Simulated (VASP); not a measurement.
# Sn (Fm-3m) in VASP: a series of runs

Sn is run at these levels: r2SCAN; tasks: single point, relaxation of cell and atoms.

Program: VASP 6.6.1. These are calculated values, not measurements. Logs are shortened: lines on timing, memory, paths and dates and some standing lists are left out, and cuts for length are marked.

### 1 The cell of the first run

Symmetry: Fm-3m, No. 225, cubic system. The conventional cell has a = 4.781 Å, b = 4.781 Å, c = 4.781 Å, α = 90.00°, β = 90.00°, γ = 90.00°. Sn (site symmetry m-3m) has 12 Sn at 3.38 Å within 4.4 Å.

This isn't the form of Sn at room conditions, which is tetragonal (white tin).

### 2 Single point, r2SCAN

POSCAR

```
Sn
1.0
    0.0000000000      2.3907108262      2.3907108262
    2.3907108262      0.0000000000      2.3907108262
    2.3907108262      2.3907108262      0.0000000000
Sn
1
Direct
    0.0000000000      0.0000000000      0.0000000000
```

INCAR.step1

```
SYSTEM = Sn
  PREC = Accurate
  ENCUT = 520
  ISMEAR = -1
  SIGMA = 0.1
  LREAL = .False.
  LASPH = .True.
  NELM = 80
  NBANDS = 13
  GGA = PE
  ALGO = Normal
  EDIFF = 1E-4
  LWAVE = .True.
  LCHARG = .False.
```

INCAR.step2

```
SYSTEM = Sn
  PREC = Accurate
  ENCUT = 520
  EDIFF = 1E-6
  ISMEAR = -1
  SIGMA = 0.1
  LREAL = .False.
  LASPH = .True.
  NELM = 80
  ALGO = Normal
  ISIF = 2
  LWAVE = .False.
  LCHARG = .True.
  METAGGA = R2SCAN
  LMIXTAU = .True.
  LELF = .True.
  LVHAR = .True.
  NBANDS = 13
  ISTART = 1
```

KPOINTS

```
regular mesh
0
Gamma
  19 19 19
  0 0 0
```

Potentials or basis: VASP PAW PBE potentials, release 64 (Sn_d).

Run with:

```sh
$ cat potpaw_PBE.64/Sn_d/POTCAR > POTCAR
$ cp INCAR.step1 INCAR
$ mpirun -np 1 vasp_std > vasp.out
$ cp INCAR.step2 INCAR
$ mpirun -np 1 vasp_std > vasp.out
```

OUTCAR:

```text
SYSTEM = Sn
   PREC = Accurate
   ENCUT = 520
   EDIFF = 1E-6
   ISMEAR = -1
   LREAL = .False.
   LASPH = .True.
   NELM = 80
   ISIF = 2
   METAGGA = R2SCAN
   ISTART = 1

 ion  position               nearest neighbor table
   1  0.000  0.000  0.000-

  LATTYP: Found a face centered cubic cell.
 ALAT       =     4.7814216524

  Lattice vectors:

 A1 = (   0.0000000000,   2.3907108262,   2.3907108262)
 A2 = (   2.3907108262,   0.0000000000,   2.3907108262)
 A3 = (   2.3907108262,   2.3907108262,   0.0000000000)

Analysis of symmetry for initial positions (statically):
=====================================================================
 Subroutine PRICEL returns:
 Original cell was already a primitive cell.

 Routine SETGRP: Setting up the symmetry group for a
 face centered cubic supercell.

 Subroutine GETGRP returns: Found 48 space group operations
 (whereof 48 operations were pure point group operations)
 out of a pool of 48 trial point group operations.

The static configuration has the point symmetry O_h .

Analysis of symmetry for dynamics (positions and initial velocities):
=====================================================================
 Subroutine PRICEL returns:
 Original cell was already a primitive cell.

 Routine SETGRP: Setting up the symmetry group for a
 face centered cubic supercell.

 Subroutine GETGRP returns: Found 48 space group operations
 (whereof 48 operations were pure point group operations)
 out of a pool of 48 trial point group operations.

The dynamic configuration has the point symmetry O_h .

 Subroutine INISYM returns: Found 48 space group operations
 (whereof 48 operations are pure point group operations),
 and found     1 'primitive' translations

----------------------------------------------------------------------------------------

                                     Primitive cell

  volume of cell :      27.3282

  direct lattice vectors                    reciprocal lattice vectors
     0.000000000  2.390710826  2.390710826    -0.209142818  0.209142818  0.209142818
     2.390710826  0.000000000  2.390710826     0.209142818 -0.209142818  0.209142818
     2.390710826  2.390710826  0.000000000     0.209142818  0.209142818 -0.209142818

  length of vectors
     3.380975674  3.380975674  3.380975674     0.362245987  0.362245987  0.362245987

  position of ions in fractional coordinates (direct lattice)
     0.000000000  0.000000000  0.000000000

  ion indices of the primitive-cell ions
   primitive index   ion index
                 1           1

----------------------------------------------------------------------------------------

 KPOINTS: regular mesh

Automatic generation of k-mesh.
 Grid dimensions read from file:
 generate k-points for:   19   19   19

 Generating k-lattice:

  Cartesian coordinates                     Fractional coordinates (reciprocal lattice)
    -0.011007517  0.011007517  0.011007517     0.052631579  0.000000000  0.000000000
     0.011007517 -0.011007517  0.011007517     0.000000000  0.052631579  0.000000000
     0.011007517  0.011007517 -0.011007517     0.000000000  0.000000000  0.052631579

  Length of vectors
     0.019065578  0.019065578  0.019065578

  Shift w.r.t. Gamma in fractional coordinates (k-lattice)
     0.000000000  0.000000000  0.000000000

 Subroutine IBZKPT returns following result:
 ===========================================

 Found    220 irreducible k-points:

 Following reciprocal coordinates:
            Coordinates               Weight
  0.000000  0.000000  0.000000      1.000000
  0.052632  0.000000  0.000000      8.000000
  0.105263  0.000000  0.000000      8.000000
  0.157895  0.000000  0.000000      8.000000
  0.210526  0.000000  0.000000      8.000000
  0.263158  0.000000  0.000000      8.000000
[... 16 lines left out ...]
 -0.315789  0.052632  0.000000     24.000000
 -0.263158  0.052632  0.000000     24.000000
 [... further k-points ...]
   k-points           NKPTS =    220   k-points in BZ     NKDIM =    220   number of bands    NBANDS=     13
   number of dos      NEDOS =    301   number of ions     NIONS =      1
   total plane-waves  NPLWV =  21952
   dimension x,y,z NGX =    28 NGY =   28 NGZ =   28
   dimension x,y,z NGXF=    56 NGYF=   56 NGZF=   56
   ions per type =               1
   NGX,Y,Z   is equivalent  to a cutoff of  13.77, 13.77, 13.77 a.u.
   NGXF,Y,Z  is equivalent  to a cutoff of  27.54, 27.54, 27.54 a.u.
 SYSTEM =  Sn
   PREC   = accura    normal or accurate (medium, high low for compatibility)
   ISTART =      1    job   : 0-new  1-cont  2-samecut
   ICHARG =      0    charge: 1-file 2-atom 10-const
   ISPIN  =      1    spin polarized calculation?
   LNONCOLLINEAR =      F non collinear calculations
   LSORBIT =      F    spin-orbit coupling
   LASPH  =      T    aspherical Exc in radial PAW
   ENCUT  =  520.0 eV  38.22 Ry    6.18 a.u.   6.29  6.29  6.29*2*pi/ulx,y,z
   NELM   =     80;   NELMIN=  2; NELMDL=  0     # of ELM steps
   EDIFF  = 0.1E-05   stopping-criterion for ELM
   LREAL  =      F    real-space projection
   EDIFFG = 0.1E-04   stopping-criterion for IOM
   NSW    =      0    number of steps for IOM
   IBRION =     -1    ionic relax: 0-MD 1-quasi-New 2-CG
   NFREE  =      0    steps in history (QN), initial steepest desc. (CG)
   ISIF   =      2    stress and relaxation
   ISYM   =      2    0-nonsym 1-usesym 2-fastsym
   POTIM  = 0.5000    time-step for ionic-motion
   TEBEG  =    0.0;   TEEND  =   0.0 temperature during run
   PSTRESS=    0.0 pullay stress
   NELECT =      14.0000    total number of electrons
   NUPDOWN=      -1.0000    fix difference up-down
   EMIN   =  10.00;   EMAX   =-10.00  energy-range for DOS
   EFERMI =   0.00;   METHOD = LEGACY
   ISMEAR =    -1;   SIGMA  =   0.10  broadening in eV -4-tet -1-fermi 0-gaus
   EFERMI_NEDOS =   21; number of points for ismear=-14 and -15
   IALGO  =     38    algorithm
   IMIX   =      4    mixing-type and parameters
     AMIX     =   0.40;   BMIX     =  1.00
     AMIX_MAG =   1.60;   BMIX_MAG =  1.00
  volume/ion in A,a.u.               =      27.33       184.42
  Fermi-wavevector in a.u.,A,eV,Ry     =   1.309927  2.475403 23.346360  1.715909
  Thomas-Fermi vector in A             =   2.440492
   LORBIT       =      0    0 simple, 1 ext, 2 COOP (PROOUT), +10 PAW based schemes
   METAGGA = R2SCAN    functional components
   LHFCALC =     F    Hartree Fock is set to
   AEXX    =    0.0000 exact exchange contribution
   IVDW    =     0    specifies the selected vdW correction
   LEPSILON=     F    determine dielectric tensor
   LRPA    =     F    only Hartree local field effects (RPA)
 non-spin polarized calculation
  energy-cutoff  :      520.00
  volume of cell :       27.33
 maximum number of plane-waves:       751
 NGX is ok and might be reduce to    28
   NGX = 13   NGY = 13   NGZ = 13

 number of electron      14.0000004 magnetization

 Free energy of the ion-electron system (eV)
  ---------------------------------------------------
  ext. energy  EPLUGINS =         0.00000000
  ---------------------------------------------------
  free energy    TOTEN  =       -24.51215742 eV

  energy without entropy =      -24.49653700  energy(sigma->0) =      -24.50434721

 E-fermi :   8.0649     XC(G=0): -11.2483

 val. band max:        8.0344807811   @ k =  -0.4211   0.2632   0.0000
 cond. band min:       8.1090986211   @ k =  -0.2632   0.4737   0.2105
 fundamental gap:      0.0746178400
 Fermi energy:         8.0648749764

 k-point     1 :       0.0000    0.0000    0.0000
  band No.  band energies     occupation
      1     -14.2467      2.00000
      2     -14.2467      2.00000
      3     -14.2467      2.00000
      4     -14.1646      2.00000
      5     -14.1646      2.00000
      6      -3.6624      2.00000
      7      16.1618      0.00000
      8      16.1618      0.00000
      9      16.1618      0.00000
     10      19.2835      0.00000
     11      20.3692      0.00000
     12      20.3692      0.00000
     13      20.3692      0.00000

 k-point     2 :       0.0526    0.0000    0.0000
  band No.  band energies     occupation
      1     -14.2466      2.00000
      2     -14.2442      2.00000
      3     -14.2442      2.00000
      4     -14.1647      2.00000
      5     -14.1647      2.00000
      6      -3.6022      2.00000
      7      15.4577      0.00000
      8      16.0580      0.00000
      9      16.0580      0.00000
     10      18.8454      0.00000
     11      20.5443      0.00000
     12      20.5443      0.00000
     13      21.3809      0.00000

 k-point     3 :       0.1053    0.0000    0.0000
  band No.  band energies     occupation
      1     -14.2462      2.00000
      2     -14.2375      2.00000
      3     -14.2375      2.00000
      4     -14.1644      2.00000
      5     -14.1644      2.00000
      6      -3.4214      2.00000
      7      13.9100      0.00000
      8      15.7942      0.00000
      9      15.7942      0.00000
     10      18.5409      0.00000
     11      20.9997      0.00000
     12      20.9997      0.00000
     13      22.6181      0.00000
[... 305 lines left out ...]
 k-point    23 :      -0.3158    0.0526    0.0000
  band No.  band energies     occupation
      1     -14.2453      2.00000
      2     -14.2297      2.00000
      3     -14.2279      2.00000
      4     -14.1225      2.00000
      5     -14.1066      2.00000
      6      -1.2011      2.00000
      7       6.6035      2.00000
      8      13.4852      0.00000
      9      14.8067      0.00000
     10      18.4907      0.00000
     11      19.3797      0.00000
     12      19.6520      0.00000
     13      21.6512      0.00000

 k-point    24 :      -0.2632    0.0526    0.0000
  band No.  band energies     occupation
      1     -14.2456      2.00000
      2     -14.2251      2.00000
      3     -14.2238      2.00000
      4     -14.1419      2.00000
      5     -14.1226      2.00000
      6      -1.8952      2.00000
      7       8.1685      0.52382
      8      13.6497      0.00000
      9      15.1787      0.00000
     10      18.5409      0.00000
     11      19.9039      0.00000
     12      20.0282      0.00000
     13      22.2386      0.00000

 [... further k-points ...]

------------------------ aborting loop because EDIFF is reached ----------------------------------------

  FORCE on cell =-STRESS in cart. coord.  units (eV):
  Direction    XX          YY          ZZ          XY          YZ          ZX
  --------------------------------------------------------------------------------------
  -------------------------------------------------------------------------------------
  Total       -0.0201729     -0.0201729     -0.0201729     -0.0000000      0.0000000     -0.0000000
  in kB       -1.1826840     -1.1826840     -1.1826840     -0.0000000      0.0000000     -0.0000000
  external PRESSURE =      -1.1826840 kB  Pullay stress =       0.0000000 kB

 VOLUME and BASIS-vectors are now :
 -----------------------------------------------------------------------------
  energy-cutoff  :      520.00
  volume of cell :       27.33
      direct lattice vectors                 reciprocal lattice vectors
     0.000000000  2.390710826  2.390710826    -0.209142818  0.209142818  0.209142818
     2.390710826  0.000000000  2.390710826     0.209142818 -0.209142818  0.209142818
     2.390710826  2.390710826  0.000000000     0.209142818  0.209142818 -0.209142818

 POSITION                                       TOTAL-FORCE (eV/Angst)
 -----------------------------------------------------------------------------------
      0.00000      0.00000      0.00000         0.000000     -0.000000      0.000000
 -----------------------------------------------------------------------------------
    total drift:                               -0.000000     -0.000000     -0.000000

  FREE ENERGIE OF THE ION-ELECTRON SYSTEM (eV)
  ---------------------------------------------------
  free  energy   TOTEN  =       -24.5121574215 eV

  energy  without entropy=      -24.4965369958  energy(sigma->0) =      -24.50434721
```

Wall time 2.1 min (1 thread of Intel Xeon 6975P-C (Granite Rapids), shared host); peak memory 0.21 GiB.

Results:

* Free energy: -24.5122 eV
* Pressure: -0.1 GPa
* Band gap on the k mesh: zero (bands 7 and 8 overlap by 10.17 eV)

Caveat: the PAW data sets were made with another functional, which shifts forces and pressure a little; spin-orbit coupling is left out, which moves the levels of the heavy elements.

### 3 Relaxation of cell and atoms, r2SCAN

This run uses another cell than the first one, of 28.03 Å³/atom.

POSCAR

```
Sn
1.0
    0.0000000000      2.4111428816      2.4111428816
    2.4111428816      0.0000000000      2.4111428816
    2.4111428816      2.4111428816      0.0000000000
Sn
1
Direct
    0.0000000000      0.0000000000      0.0000000000
```

INCAR.step1

```
SYSTEM = Sn
  ALGO = Normal
  EDIFF = 1E-4
  ENCUT = 600
  GGA = PE
  ISMEAR = -1
  LASPH = .TRUE.
  LCHARG = .FALSE.
  LREAL = .FALSE.
  LWAVE = .TRUE.
  NELM = 100
  PREC = Accurate
  SIGMA = 0.1
```

INCAR.step2

```
SYSTEM = Sn
  ALGO = Normal
  EDIFF = 1E-6
  EDIFFG = -0.01
  ENCUT = 600
  IBRION = 2
  ISIF = 3
  ISMEAR = -1
  ISTART = 1
  LASPH = .TRUE.
  LCHARG = .FALSE.
  LMIXTAU = .TRUE.
  LREAL = .FALSE.
  LWAVE = .FALSE.
  METAGGA = R2SCAN
  NELM = 100
  NSW = 80
  PREC = Accurate
  SIGMA = 0.1
```

KPOINTS

```
k-points
0
G
  11 11 11
  0 0 0
```

Potentials or basis: VASP PAW PBE potentials, release 64 (Sn_d).

Run with:

```sh
$ cat potpaw_PBE.64/Sn_d/POTCAR > POTCAR
$ cp INCAR.step1 INCAR
$ mpirun -np 1 vasp_std > vasp.out
$ cp INCAR.step2 INCAR
$ mpirun -np 1 vasp_std > vasp.out
```

Run time: 94 s. Hardware: 1 thread of Intel Xeon 6975P-C (Granite Rapids), shared host; peak memory 0.18 GiB.

The run converged. Its results:

| Quantity | Value |
| --- | --- |
| Free energy | -24.5185 eV |
| Relaxed volume | 27.35 Å³/atom |
| Relaxed cell | a = 3.382 Å, b = 3.382 Å, c = 3.382 Å, α = 60.00°, β = 60.00°, γ = 60.00° |
| Space group after relaxing (to 0.1 Å) | Fm-3m (No. 225) |
| Energy gained by relaxing | 2.7 meV/atom |
| Ionic steps | 3 |
| Pressure after relaxing | 0.0 GPa |
| Band gap on the k mesh | zero (bands 7 and 8 overlap by 10.04 eV) |

The path:
```
step  energy change (eV)  largest force (eV/Å)  pressure (GPa)  volume (Å³)
   1              0.0000                0.0000           -1.22        28.03
   2             -0.0025                0.0000            0.34        27.18
   3             -0.0027                0.0000           -0.01        27.35
```

Final structure:
```yaml
crystal:
  lattice:
    - [0.00000, 2.39140, 2.39140]
    - [2.39140, 0.00000, 2.39140]
    - [2.39140, 2.39140, 0.00000]
  atoms:
    - { symbol: Sn, position: [0.00000, 0.00000, 0.00000] }
```

Levels at points of the mesh, in eV from the Fermi level:
| k point | band 4 | band 5 | band 6 | band 7 | band 8 | band 9 | band 10 | band 11 |
| --- | --- | --- | --- | --- | --- | --- | --- | --- |
| (0.00, 0.00, 0.00) | -22.18 | -22.18 | -11.68 | 8.13 | 8.13 | 8.13 | 11.26 | 12.34 |

Caveat: the PAW data sets were made with another functional, which shifts forces and pressure a little; spin-orbit coupling is left out, which moves the levels of the heavy elements.

### 4 Single point, r2SCAN, non-collinear spin, zero start, spin-orbit coupling

POSCAR

```
Sn
1.0
    0.0000000000      2.3907108262      2.3907108262
    2.3907108262      0.0000000000      2.3907108262
    2.3907108262      2.3907108262      0.0000000000
Sn
1
Direct
    0.0000000000      0.0000000000      0.0000000000
```

INCAR.step1

```
PREC = Accurate
ENCUT = 520
ISMEAR = -1
SIGMA = 0.1
LREAL = False
LASPH = True
NELM = 150
LNONCOLLINEAR = True
MAGMOM = 0 0 0
LSORBIT = True
GGA_COMPAT = False
NBANDS = 25
GGA = PE
ALGO = Normal
EDIFF = 1E-4
LWAVE = True
LCHARG = False
```

INCAR.step2

```
PREC = Accurate
ENCUT = 520
EDIFF = 1E-6
ISMEAR = -1
SIGMA = 0.1
LREAL = False
LASPH = True
NELM = 150
ALGO = Normal
ISIF = 2
LWAVE = False
LCHARG = True
LNONCOLLINEAR = True
MAGMOM = 0 0 0
LORBIT = 11
LSORBIT = True
GGA_COMPAT = False
LORBMOM = True
METAGGA = R2SCAN
LMIXTAU = True
LVHAR = True
NBANDS = 25
ISTART = 1
```

KPOINTS

```
regular mesh
0
Gamma
  11 11 11
```

Run with:

```sh
$ cat potpaw_PBE.64/Sn_d/POTCAR > POTCAR
$ cp INCAR.step1 INCAR
$ mpirun -np 1 vasp_ncl > vasp.out
$ cp INCAR.step2 INCAR
$ mpirun -np 1 vasp_ncl > vasp.out
```

Run time: 3.8 min. Hardware: 1 thread of Intel Xeon 6975P-C (Granite Rapids), shared host; peak memory 0.31 GiB.

It converged, with:

```
Free energy                                           : -24.5681 eV
Pressure                                              : 0.0 GPa
Net moment                                            : 0.00 μB per cell
Valence electrons inside the program's atomic spheres : Sn 12.16
```

Moments on the atoms (μB; x, y, z):
```
Sn  0.00 0.00 0.00
```

Caveat: the PAW data sets were made with another functional, which shifts forces and pressure a little.

### 5 Summary

```tsv
task	spin	cell	k mesh	cutoff (eV)	gap on the mesh (eV)	pressure (GPa)
single point	off	a = 3.381 Å, angles 60.0°, 1 atom	19 × 19 × 19	520	none	-0.1
relaxation of cell and atoms	off	relaxed from a = 3.410 Å, angles 60.0°, 1 atom	11 × 11 × 11	600	none	0.0
single point	non-collinear, zero start, SOC	a = 3.381 Å, angles 60.0°, 1 atom	11 × 11 × 11	520	-	0.0
```

Alike in all rows: level r2SCAN; potentials or basis VASP PAW PBE potentials, release 64 (Sn_d); smearing fermi-dirac 0.1 eV.

Caveats: the PAW data sets were made with another functional, which shifts forces and pressure a little; spin-orbit coupling is left out, which moves the levels of the heavy elements (at least some runs).

Total energies depend on the potentials used, so only differences within one code and one set of settings carry meaning.

The gap in the log of VASP goes by the Fermi energy; the results here count the filled bands.